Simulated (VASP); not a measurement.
# Pd (Fd-3m) in VASP: a series of runs

The runs below take Pd through single point, with PBEsol.

All numbers are computed with VASP 6.6.1; they aren't measurements. Logs are shortened: lines on timing, memory, paths and dates and some standing lists are left out, and cuts for length are marked.

## Step 1: The cell of the first run

Symmetry: Fd-3m, No. 227, cubic system. Conventional cell: a = 5.689 Å, b = 5.689 Å, c = 5.689 Å, α = 90.00°, β = 90.00°, γ = 90.00°. Within 3.3 Å of Pd (site symmetry -43m) lie 4 Pd at 2.46 Å.

## Step 2: Single point, PBEsol

Input file INCAR:

```
SYSTEM = Pd
ALGO = Normal
EDIFF = 1E-6
ENCUT = 520
GGA = PS
ISIF = 2
ISMEAR = -1
LASPH = .TRUE.
LCHARG = .FALSE.
LREAL = .FALSE.
LWAVE = .FALSE.
NBANDS = 17
NELM = 80
PREC = Accurate
SIGMA = 0.1
```

Input file KPOINTS:

```
k-points
0
G
  11 11 11
  0 0 0
```

Input file POSCAR:

```
Pd
1.0
    0.0000000000      2.8442650630      2.8442650630
    2.8442650630      0.0000000000      2.8442650630
    2.8442650630      2.8442650630      0.0000000000
Pd
2
Direct
    0.1250000000      0.1250000000      0.1250000000
    0.8750000000      0.8750000000      0.8750000000
```

Potentials or basis: VASP PAW PBE potentials, release 64 (Pd).

Run with:

```bash
cat potpaw_PBE.64/Pd/POTCAR > POTCAR
mpirun -np 1 vasp_std > vasp.out
```

OUTCAR:

```text
SYSTEM = Pd
   EDIFF = 1E-6
   ENCUT = 520
   GGA = PS
   ISIF = 2
   ISMEAR = -1
   LASPH = .TRUE.
   LREAL = .FALSE.
   NELM = 80
   PREC = Accurate

 ion  position               nearest neighbor table
   1  0.125  0.125  0.125-   2 2.46   2 2.46   2 2.46   2 2.46
   2  0.875  0.875  0.875-   1 2.46   1 2.46   1 2.46   1 2.46

  LATTYP: Found a face centered cubic cell.
 ALAT       =     5.6885301260

  Lattice vectors:

 A1 = (   0.0000000000,   2.8442650630,   2.8442650630)
 A2 = (   2.8442650630,   0.0000000000,   2.8442650630)
 A3 = (   2.8442650630,   2.8442650630,   0.0000000000)

Analysis of symmetry for initial positions (statically):
=====================================================================
 Subroutine PRICEL returns:
 Original cell was already a primitive cell.

 Routine SETGRP: Setting up the symmetry group for a
 face centered cubic supercell.

 Subroutine GETGRP returns: Found 48 space group operations
 (whereof 12 operations were pure point group operations)
 out of a pool of 48 trial point group operations.

The static configuration has the point symmetry D_3d.
 The point group associated with its full space group is O_h .

Analysis of symmetry for dynamics (positions and initial velocities):
=====================================================================
 Subroutine PRICEL returns:
 Original cell was already a primitive cell.

 Routine SETGRP: Setting up the symmetry group for a
 face centered cubic supercell.

 Subroutine GETGRP returns: Found 48 space group operations
 (whereof 12 operations were pure point group operations)
 out of a pool of 48 trial point group operations.

The dynamic configuration has the point symmetry D_3d.
 The point group associated with its full space group is O_h .

 Subroutine INISYM returns: Found 48 space group operations
 (whereof 12 operations are pure point group operations),
 and found     1 'primitive' translations

----------------------------------------------------------------------------------------

                                     Primitive cell

  volume of cell :      46.0193

  direct lattice vectors                    reciprocal lattice vectors
     0.000000000  2.844265063  2.844265063    -0.175792336  0.175792336  0.175792336
     2.844265063  0.000000000  2.844265063     0.175792336 -0.175792336  0.175792336
     2.844265063  2.844265063  0.000000000     0.175792336  0.175792336 -0.175792336

  length of vectors
     4.022398227  4.022398227  4.022398227     0.304481258  0.304481258  0.304481258

  position of ions in fractional coordinates (direct lattice)
     0.125000000  0.125000000  0.125000000
     0.875000000  0.875000000  0.875000000

  ion indices of the primitive-cell ions
   primitive index   ion index
                 1           1
                 2           2

----------------------------------------------------------------------------------------

 KPOINTS: k-points

Automatic generation of k-mesh.
 Grid dimensions read from file:
 generate k-points for:   11   11   11

 Generating k-lattice:

  Cartesian coordinates                     Fractional coordinates (reciprocal lattice)
    -0.015981121  0.015981121  0.015981121     0.090909091  0.000000000  0.000000000
     0.015981121 -0.015981121  0.015981121     0.000000000  0.090909091  0.000000000
     0.015981121  0.015981121 -0.015981121     0.000000000  0.000000000  0.090909091

  Length of vectors
     0.027680114  0.027680114  0.027680114

  Shift w.r.t. Gamma in fractional coordinates (k-lattice)
     0.000000000  0.000000000  0.000000000

 Subroutine IBZKPT returns following result:
 ===========================================

 Found     56 irreducible k-points:

 Following reciprocal coordinates:
            Coordinates               Weight
  0.000000  0.000000  0.000000      1.000000
  0.090909  0.000000  0.000000      8.000000
  0.181818  0.000000  0.000000      8.000000
  0.272727  0.000000  0.000000      8.000000
  0.363636  0.000000  0.000000      8.000000
  0.454545  0.000000  0.000000      8.000000
[... 16 lines left out ...]
 -0.272727  0.181818  0.000000     24.000000
 -0.181818  0.181818  0.000000     12.000000
 [... further k-points ...]
   k-points           NKPTS =     56   k-points in BZ     NKDIM =     56   number of bands    NBANDS=     17
   number of dos      NEDOS =    301   number of ions     NIONS =      2
   total plane-waves  NPLWV =  27000
   dimension x,y,z NGX =    30 NGY =   30 NGZ =   30
   dimension x,y,z NGXF=    60 NGYF=   60 NGZF=   60
   ions per type =               2
   NGX,Y,Z   is equivalent  to a cutoff of  12.40, 12.40, 12.40 a.u.
   NGXF,Y,Z  is equivalent  to a cutoff of  24.80, 24.80, 24.80 a.u.
 SYSTEM =  Pd
   PREC   = accura    normal or accurate (medium, high low for compatibility)
   ISTART =      0    job   : 0-new  1-cont  2-samecut
   ICHARG =      2    charge: 1-file 2-atom 10-const
   ISPIN  =      1    spin polarized calculation?
   LNONCOLLINEAR =      F non collinear calculations
   LSORBIT =      F    spin-orbit coupling
   LASPH  =      T    aspherical Exc in radial PAW
   ENCUT  =  520.0 eV  38.22 Ry    6.18 a.u.   7.48  7.48  7.48*2*pi/ulx,y,z
   NELM   =     80;   NELMIN=  2; NELMDL= -5     # of ELM steps
   EDIFF  = 0.1E-05   stopping-criterion for ELM
   LREAL  =      F    real-space projection
   EDIFFG = 0.1E-04   stopping-criterion for IOM
   NSW    =      0    number of steps for IOM
   IBRION =     -1    ionic relax: 0-MD 1-quasi-New 2-CG
   NFREE  =      0    steps in history (QN), initial steepest desc. (CG)
   ISIF   =      2    stress and relaxation
   ISYM   =      2    0-nonsym 1-usesym 2-fastsym
   POTIM  = 0.5000    time-step for ionic-motion
   TEBEG  =    0.0;   TEEND  =   0.0 temperature during run
   PSTRESS=    0.0 pullay stress
   NELECT =      20.0000    total number of electrons
   NUPDOWN=      -1.0000    fix difference up-down
   EMIN   =  10.00;   EMAX   =-10.00  energy-range for DOS
   EFERMI =   0.00;   METHOD = LEGACY
   ISMEAR =    -1;   SIGMA  =   0.10  broadening in eV -4-tet -1-fermi 0-gaus
   EFERMI_NEDOS =   21; number of points for ismear=-14 and -15
   IALGO  =     38    algorithm
   IMIX   =      4    mixing-type and parameters
     AMIX     =   0.40;   BMIX     =  1.00
     AMIX_MAG =   1.60;   BMIX_MAG =  1.00
  volume/ion in A,a.u.               =      23.01       155.28
  Fermi-wavevector in a.u.,A,eV,Ry     =   1.240047  2.343349 20.921899  1.537716
  Thomas-Fermi vector in A             =   2.374504
   LORBIT       =      0    0 simple, 1 ext, 2 COOP (PROOUT), +10 PAW based schemes
   GGA     = PS    functional components
   LHFCALC =     F    Hartree Fock is set to
   AEXX    =    0.0000 exact exchange contribution
   IVDW    =     0    specifies the selected vdW correction
   LEPSILON=     F    determine dielectric tensor
   LRPA    =     F    only Hartree local field effects (RPA)
 non-spin polarized calculation
  energy-cutoff  :      520.00
  volume of cell :       46.02
 maximum number of plane-waves:      1258
 NGX is ok and might be reduce to    30
   NGX = 15   NGY = 15   NGZ = 15

 number of electron      19.9999996 magnetization

 Free energy of the ion-electron system (eV)
  ---------------------------------------------------
  ext. energy  EPLUGINS =         0.00000000
  ---------------------------------------------------
  free energy    TOTEN  =        -9.33025571 eV

  energy without entropy =       -9.15578294  energy(sigma->0) =       -9.24301933

 E-fermi :   4.3800     XC(G=0): -10.4746

 val. band max:        4.3781201828   @ k =  -0.1818   0.1818   0.0000
 cond. band min:       4.3813344834   @ k =   0.1818   0.1818   0.0000
 fundamental gap:      0.0032143006
 Fermi energy:         4.3799904031

 k-point     1 :       0.0000    0.0000    0.0000
  band No.  band energies     occupation
      1      -0.4895      2.00000
      2       0.7647      2.00000
      3       0.7647      2.00000
      4       0.9116      2.00000
      5       0.9116      2.00000
      6       0.9116      2.00000
[... 9 lines left out ...]
     16      16.8040      0.00000
     17      16.8146      0.00000

 k-point     2 :       0.0909    0.0000    0.0000
  band No.  band energies     occupation
      1      -0.3651      2.00000
      2       0.6724      2.00000
      3       0.6724      2.00000
      4       0.9142      2.00000
      5       1.0378      2.00000
      6       1.0378      2.00000
[... 9 lines left out ...]
     16      17.2734      0.00000
     17      17.6351      0.00000

 k-point     3 :       0.1818    0.0000    0.0000
  band No.  band energies     occupation
      1      -0.0211      2.00000
      2       0.5944      2.00000
      3       0.5944      2.00000
      4       0.9349      2.00000
      5       1.1902      2.00000
      6       1.1902      2.00000
[... 9 lines left out ...]
     16      17.7036      0.00000
     17      18.0531      0.00000

 k-point     4 :       0.2727    0.0000    0.0000
  band No.  band energies     occupation
      1       0.4147      2.00000
      2       0.5900      2.00000
      3       0.5900      2.00000
      4       1.0133      2.00000
      5       1.2475      2.00000
      6       1.2475      2.00000
[... 9 lines left out ...]
     16      17.6433      0.00000
     17      17.6437      0.00000
[... 343 lines left out ...]
      1       0.4148      2.00000
      2       0.5440      2.00000
      3       0.9539      2.00000
      4       1.2060      2.00000
      5       1.3734      2.00000
      6       1.5903      2.00000
[... 9 lines left out ...]
     16      18.4238      0.00000
     17      18.4850      0.00000

 k-point    23 :      -0.2727    0.1818    0.0000
  band No.  band energies     occupation
      1       0.4468      2.00000
      2       0.4860      2.00000
      3       0.9864      2.00000
      4       1.1000      2.00000
      5       1.2214      2.00000
      6       1.6656      2.00000
[... 9 lines left out ...]
     16      18.2209      0.00000
     17      18.2574      0.00000

 k-point    24 :      -0.1818    0.1818    0.0000
  band No.  band energies     occupation
      1       0.4158      2.00000
      2       0.4810      2.00000
      3       0.8597      2.00000
      4       0.9445      2.00000
      5       1.1421      2.00000
      6       1.5770      2.00000
[... 9 lines left out ...]
     16      17.8806      0.00000
     17      18.1155      0.00000

 [... further k-points ...]

------------------------ aborting loop because EDIFF is reached ----------------------------------------

  FORCE on cell =-STRESS in cart. coord.  units (eV):
  Direction    XX          YY          ZZ          XY          YZ          ZX
  --------------------------------------------------------------------------------------
  -------------------------------------------------------------------------------------
  Total       -0.1329920     -0.1329920     -0.1329920     -0.0000000      0.0000000     -0.0000000
  in kB       -4.6301602     -4.6301602     -4.6301602     -0.0000000      0.0000000     -0.0000000
  external PRESSURE =      -4.6301602 kB  Pullay stress =       0.0000000 kB

 VOLUME and BASIS-vectors are now :
 -----------------------------------------------------------------------------
  energy-cutoff  :      520.00
  volume of cell :       46.02
      direct lattice vectors                 reciprocal lattice vectors
     0.000000000  2.844265063  2.844265063    -0.175792336  0.175792336  0.175792336
     2.844265063  0.000000000  2.844265063     0.175792336 -0.175792336  0.175792336
     2.844265063  2.844265063  0.000000000     0.175792336  0.175792336 -0.175792336

 POSITION                                       TOTAL-FORCE (eV/Angst)
 -----------------------------------------------------------------------------------
      0.71107      0.71107      0.71107        -0.000000      0.000000     -0.000000
      4.97746      4.97746      4.97746         0.000000     -0.000000      0.000000
 -----------------------------------------------------------------------------------
    total drift:                               -0.000000      0.000000      0.000000

  FREE ENERGIE OF THE ION-ELECTRON SYSTEM (eV)
  ---------------------------------------------------
  free  energy   TOTEN  =        -9.3302557079 eV

  energy  without entropy=       -9.1557829441  energy(sigma->0) =       -9.24301933
```

Wall time 14 s (1 thread of Intel Xeon 6975P-C (Granite Rapids), shared host); peak memory 0.18 GiB.

What came out:

```
Free energy            : -9.3303 eV
Pressure               : -0.5 GPa
Band gap on the k mesh : zero (band 10 reaches 4.47 eV, above the bottom of band 11 at 4.03 eV)
```

Levels at points of the mesh, in eV from the Fermi level:
```tsv
k point	band 7	band 8	band 9	band 10	band 11	band 12	band 13	band 14
(0.00, 0.00, 0.00)	-1.45	-1.45	-1.45	-0.17	-0.17	11.97	11.97	11.97
```

Caveat: the PAW data sets were made with another functional, which shifts forces and pressure a little.

[end of part 1 of 2]
